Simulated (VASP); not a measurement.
# WS2 (Fm-3m) in VASP: single point with PBE

Aim: the single point of WS2 with PBE.

All numbers are computed with VASP 6.6.1; they aren't measurements. Logs are shortened: lines on timing, memory, paths and dates and some standing lists are left out, and cuts for length are marked.

### 1 The cell of the first run

Symmetry: Fm-3m, No. 225, cubic system. Conventional cell: a = 5.958 Å, b = 5.958 Å, c = 5.958 Å, α = 90.00°, β = 90.00°, γ = 90.00°. Within 3.4 Å of W (site symmetry m-3m) lie 8 S at 2.58 Å. Within 3.4 Å of S (site symmetry -43m) lie 4 W at 2.58 Å and 6 S at 2.98 Å.

### 2 Single point, PBE (atoms taken out)

INCAR reads:

```
ALGO = Normal
EDIFF = 1E-6
ENCUT = 500
GGA = PE
GGA_COMPAT = F
ISIF = 2
ISMEAR = 0
LASPH = T
LCHARG = T
LELF = T
LREAL = F
LVHAR = T
LWAVE = F
NBANDS = 20
NELM = 120
PREC = Accurate
SIGMA = 0.1
```

KPOINTS reads:

```
k-points
0
Gamma
  6 6 6
```

POSCAR reads:

```
WS2
1.0
    0.0000000000      2.9788387100      2.9788387100
    2.9788387100      0.0000000000      2.9788387100
    2.9788387100      2.9788387100      0.0000000000
W S
1 2
Direct
    0.0000000000      0.0000000000      0.0000000000
    0.2500000000      0.2500000000      0.2500000000
    0.7500000000      0.7500000000      0.7500000000
```

Potentials or basis: VASP PAW PBE potentials, release 64 (W_sv, S).

Launch:

```console
$ cat potpaw_PBE.64/W_sv/POTCAR potpaw_PBE.64/S/POTCAR > POTCAR
$ mpirun -np 1 vasp_std > vasp.out
```

OUTCAR:

```text
EDIFF = 1E-6
   ENCUT = 500
   GGA = PE
   ISIF = 2
   ISMEAR = 0
   LASPH = T
   LREAL = F
   NELM = 120
   PREC = Accurate

 ion  position               nearest neighbor table
   1  0.000  0.000  0.000-   3 2.58   3 2.58   3 2.58   2 2.58   3 2.58   2 2.58   2 2.58   2 2.58

   2  0.250  0.250  0.250-   1 2.58   1 2.58   1 2.58   1 2.58
   3  0.750  0.750  0.750-   1 2.58   1 2.58   1 2.58   1 2.58

  LATTYP: Found a face centered cubic cell.
 ALAT       =     5.9576774200

  Lattice vectors:

 A1 = (   0.0000000000,   2.9788387100,   2.9788387100)
 A2 = (   2.9788387100,   0.0000000000,   2.9788387100)
 A3 = (   2.9788387100,   2.9788387100,   0.0000000000)

Analysis of symmetry for initial positions (statically):
=====================================================================
 Subroutine PRICEL returns:
 Original cell was already a primitive cell.

 Routine SETGRP: Setting up the symmetry group for a
 face centered cubic supercell.

 Subroutine GETGRP returns: Found 48 space group operations
 (whereof 48 operations were pure point group operations)
 out of a pool of 48 trial point group operations.

The static configuration has the point symmetry O_h .

Analysis of symmetry for dynamics (positions and initial velocities):
=====================================================================
 Subroutine PRICEL returns:
 Original cell was already a primitive cell.

 Routine SETGRP: Setting up the symmetry group for a
 face centered cubic supercell.

 Subroutine GETGRP returns: Found 48 space group operations
 (whereof 48 operations were pure point group operations)
 out of a pool of 48 trial point group operations.

The dynamic configuration has the point symmetry O_h .

 Subroutine INISYM returns: Found 48 space group operations
 (whereof 48 operations are pure point group operations),
 and found     1 'primitive' translations

----------------------------------------------------------------------------------------

                                     Primitive cell

  volume of cell :      52.8653

  direct lattice vectors                    reciprocal lattice vectors
     0.000000000  2.978838710  2.978838710    -0.167850645  0.167850645  0.167850645
     2.978838710  0.000000000  2.978838710     0.167850645 -0.167850645  0.167850645
     2.978838710  2.978838710  0.000000000     0.167850645  0.167850645 -0.167850645

[... 66 lines left out ...]
 SYSTEM =  unknown system
   PREC   = accura    normal or accurate (medium, high low for compatibility)
   ISTART =      0    job   : 0-new  1-cont  2-samecut
   ICHARG =      2    charge: 1-file 2-atom 10-const
   ISPIN  =      1    spin polarized calculation?
   LNONCOLLINEAR =      F non collinear calculations
   LSORBIT =      F    spin-orbit coupling
   LASPH  =      T    aspherical Exc in radial PAW
   ENCUT  =  500.0 eV  36.75 Ry    6.06 a.u.   7.68  7.68  7.68*2*pi/ulx,y,z
   NELM   =    120;   NELMIN=  2; NELMDL= -5     # of ELM steps
   EDIFF  = 0.1E-05   stopping-criterion for ELM
   LREAL  =      F    real-space projection
[... 7 lines left out ...]
   TEBEG  =    0.0;   TEEND  =   0.0 temperature during run
   PSTRESS=    0.0 pullay stress
   NELECT =      26.0000    total number of electrons
   NUPDOWN=      -1.0000    fix difference up-down
   EMIN   =  10.00;   EMAX   =-10.00  energy-range for DOS
   EFERMI =   0.00;   METHOD = LEGACY
   ISMEAR =     0;   SIGMA  =   0.10  broadening in eV -4-tet -1-fermi 0-gaus
   EFERMI_NEDOS =   21; number of points for ismear=-14 and -15
   IALGO  =     38    algorithm
   IMIX   =      4    mixing-type and parameters
     AMIX     =   0.40;   BMIX     =  1.00
     AMIX_MAG =   1.60;   BMIX_MAG =  1.00
  volume/ion in A,a.u.               =      17.62       118.92
  Fermi-wavevector in a.u.,A,eV,Ry     =   1.292237  2.441975 22.720061  1.669877
  Thomas-Fermi vector in A             =   2.423958
   LORBIT       =      0    0 simple, 1 ext, 2 COOP (PROOUT), +10 PAW based schemes
   GGA     = PE    functional components
   LHFCALC =     F    Hartree Fock is set to
   AEXX    =    0.0000 exact exchange contribution
   IVDW    =     0    specifies the selected vdW correction
   LEPSILON=     F    determine dielectric tensor
   LRPA    =     F    only Hartree local field effects (RPA)
 non-spin polarized calculation
 Gauss-broadening in eV      SIGMA  =   0.10
  energy-cutoff  :      500.00
  volume of cell :       52.87
 maximum number of plane-waves:      1363
   NGX = 15   NGY = 15   NGZ = 15

 number of electron      26.0000001 magnetization

 Free energy of the ion-electron system (eV)
  ---------------------------------------------------
  ext. energy  EPLUGINS =         0.00000000
  ---------------------------------------------------
  free energy    TOTEN  =       -21.08545749 eV

  energy without entropy =      -21.06426917  energy(sigma->0) =      -21.07486333

 E-fermi :   7.7023     XC(G=0): -11.1415

 val. band max:        7.6860298785   @ k =   0.1667   0.1667   0.0000
 cond. band min:       7.7027047080   @ k =   0.5000   0.1667   0.0000
 fundamental gap:      0.0166748295
 Fermi energy:         7.7023042192

 k-point     1 :       0.0000    0.0000    0.0000
  band No.  band energies     occupation
      1     -66.7644      2.00000
      2     -30.9254      2.00000
      3     -30.9254      2.00000
      4     -30.9254      2.00000
      5      -7.8538      2.00000
      6      -3.3940      2.00000
[... 357 lines left out ...]
     19      15.2341      0.00000
     20      15.6963      0.00000

------------------------ aborting loop because EDIFF is reached ----------------------------------------

  FORCE on cell =-STRESS in cart. coord.  units (eV):
  Direction    XX          YY          ZZ          XY          YZ          ZX
  --------------------------------------------------------------------------------------
  -------------------------------------------------------------------------------------
  Total       -1.9680572     -1.9680572     -1.9680572     -0.0000000     -0.0000000      0.0000000
  in kB      -59.6454532    -59.6454532    -59.6454532     -0.0000000     -0.0000000      0.0000000
  external PRESSURE =     -59.6454532 kB  Pullay stress =       0.0000000 kB

 VOLUME and BASIS-vectors are now :
 -----------------------------------------------------------------------------
  energy-cutoff  :      500.00
  volume of cell :       52.87
      direct lattice vectors                 reciprocal lattice vectors
     0.000000000  2.978838710  2.978838710    -0.167850645  0.167850645  0.167850645
     2.978838710  0.000000000  2.978838710     0.167850645 -0.167850645  0.167850645
     2.978838710  2.978838710  0.000000000     0.167850645  0.167850645 -0.167850645

 POSITION                                       TOTAL-FORCE (eV/Angst)
 -----------------------------------------------------------------------------------
      0.00000      0.00000      0.00000         0.000000      0.000000     -0.000000
      1.48942      1.48942      1.48942        -0.000000      0.000000     -0.000000
      4.46826      4.46826      4.46826         0.000000     -0.000000      0.000000
 -----------------------------------------------------------------------------------
    total drift:                                0.000000     -0.000000      0.000000

  FREE ENERGIE OF THE ION-ELECTRON SYSTEM (eV)
  ---------------------------------------------------
  free  energy   TOTEN  =       -21.0854574945 eV

  energy  without entropy=      -21.0642691748  energy(sigma->0) =      -21.07486333
```

OSZICAR:

```text
N       E                     dE             d eps       ncg     rms          rms(c)
DAV:   1     0.195276799174E+03    0.19528E+03   -0.12885E+04   640   0.126E+03
DAV:   2    -0.118392665566E+02   -0.20712E+03   -0.20143E+03   736   0.329E+02
DAV:   3    -0.225966694031E+02   -0.10757E+02   -0.10347E+02   808   0.686E+01
DAV:   4    -0.227895612378E+02   -0.19289E+00   -0.19234E+00   752   0.937E+00
DAV:   5    -0.227930758125E+02   -0.35146E-02   -0.35142E-02   812   0.135E+00    0.190E+01
DAV:   6    -0.214114818544E+02    0.13816E+01   -0.13113E+01   724   0.192E+01    0.820E+00
DAV:   7    -0.211134961468E+02    0.29799E+00   -0.23988E+00   752   0.795E+00    0.626E+00
DAV:   8    -0.210860986606E+02    0.27397E-01   -0.14889E-01   748   0.262E+00    0.601E-01
DAV:   9    -0.210853037720E+02    0.79489E-03   -0.44904E-03   720   0.505E-01    0.228E-01
DAV:  10    -0.210854374314E+02   -0.13366E-03   -0.18860E-03   748   0.303E-01    0.101E-01
DAV:  11    -0.210854321639E+02    0.52676E-05   -0.12021E-04   744   0.896E-02    0.187E-02
DAV:  12    -0.210854566294E+02   -0.24466E-04   -0.35354E-05   728   0.353E-02    0.533E-03
DAV:  13    -0.210854574945E+02   -0.86510E-06   -0.88969E-07   608   0.669E-03
   1 F= -.21085457E+02 E0= -.21074863E+02  d E =-.211883E-01
```

Wall time 23 s (1 thread of Intel Xeon 8259CL, shared host); peak memory 0.18 GiB.

What came out:

```
Free energy            : -21.0855 eV
Pressure               : -6.0 GPa
Band gap on the k mesh : zero (bands 13 and 14 overlap by 1.16 eV)
```

Levels at points of the mesh, in eV from the Fermi level:
```csv
k point,band 9,band 10,band 11,band 12,band 13,band 14,band 15,band 16,band 17,band 18
"(0.00, 0.00, 0.00)",-6.15,-0.95,-0.95,-0.87,-0.87,-0.87,4.58,4.58,4.58,4.63
"(0.50, 0.00, 0.00)",-4.48,-3.27,-3.22,-3.22,-0.40,-0.40,1.72,4.23,4.23,6.61
"(0.50, 0.50, 0.00)",-5.25,-2.64,-2.64,-1.18,0.20,0.55,1.88,3.41,3.41,5.67
```

Caveat: the cell differs from its parent crystal (atoms taken out); the cell stands under tension; spin-orbit coupling is left out, which moves the levels of the heavy elements.
